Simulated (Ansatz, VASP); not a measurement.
# One calculation of Be2ZnO3, two programs

The input INCAR:

```
ALGO = Normal
EDIFF = 1E-6
EDIFFG = -0.04
ENCUT = 600
GGA = PE
IBRION = 2
ISIF = 3
ISMEAR = 0
LASPH = T
LCHARG = F
LREAL = F
LWAVE = F
NELM = 80
NSW = 90
PREC = Accurate
SIGMA = 0.1
```

Contents of KPOINTS:

```
k-points
0
Gamma
  6 6 6
```

The input POSCAR:

```
Be2ZnO3
1.0
    4.7445082200      0.0000000000      0.0000000000
   -2.3722541100      4.1088646500      0.0000000000
    0.0000000000      0.0000000000      2.6352648600
Be Zn O
2 1 3
Direct
    0.3333333300      0.6666666700      0.0000000000
    0.6666666700      0.3333333300      0.0000000000
    0.0000000000      0.0000000000      0.0000000000
    0.5000000000      0.0000000000      0.5000000000
    0.5000000000      0.5000000000      0.5000000000
    0.0000000000      0.5000000000      0.5000000000
```

Input for Ansatz:

```yaml
crystal:
  lattice:
    - [4.74450822, 0.0, 0.0]
    - [-2.37225411, 4.10886465, 0.0]
    - [0.0, 0.0, 2.63526486]
  atoms:
    - { symbol: Be, position: [0.33333333, 0.66666667, 0.0] }
    - { symbol: Be, position: [0.66666667, 0.33333333, 0.0] }
    - { symbol: Zn, position: [0.0, 0.0, 0.0] }
    - { symbol: O, position: [0.5, 0.0, 0.5] }
    - { symbol: O, position: [0.5, 0.5, 0.5] }
    - { symbol: O, position: [0.0, 0.5, 0.5] }
basis:
  ecutwfc: 420
kpoints:
  mp_grid: { grid: [6, 6, 6] }
hamiltonian:
  xc: pbe
scf:
  occupations: { method: gaussian, width: 0.1 }
  lower_state_search: "off"
output:
  forces: true
  stress: true
  eigenvalues: true
relax:
  adjacent_minimum: "off"
  f_tol: 0.04
  max_steps: 70
  cell: { stress_tol: 0.4 }
```

Change from the starting cell: species swapped into the CeB2Ir3 type (P6/mmm, No. 191).

Alike in both runs: task relaxation of cell and atoms; functional PBE; k mesh 6 × 6 × 6; occupations gaussian, width 0.1 eV; no spin polarisation.

|  | VASP | Ansatz |
| --- | --- | --- |
| version | VASP 6.6.1 | Ansatz 0.2.0 |
| potentials or method | VASP PAW PBE potentials, release 64 (Be, Zn, O), cutoff 600 eV | scalar-relativistic, plane waves, PAW |
| valence electrons in the cell | 34 | 34 |

Ansatz gave:

```
gap on the k mesh at the Fermi level, each at its own relaxed structure (eV) : none
relaxed volume (Å³/atom)                                                     : 8.23
relaxed length of the cell vector where the two differ most in proportion (Å)              : 4.910
```

Question: What did VASP give for the same quantities?

Answer: gap on the k mesh at the Fermi level, each at its own relaxed structure (eV): none; relaxed volume (Å³/atom): 8.24; relaxed length of the cell vector where the two differ most in proportion (Å): 4.914.

A gap of «none» marks a metal or a gap that the smearing closes.

The k mesh is coarse, so the values compare programs but aren't converged.
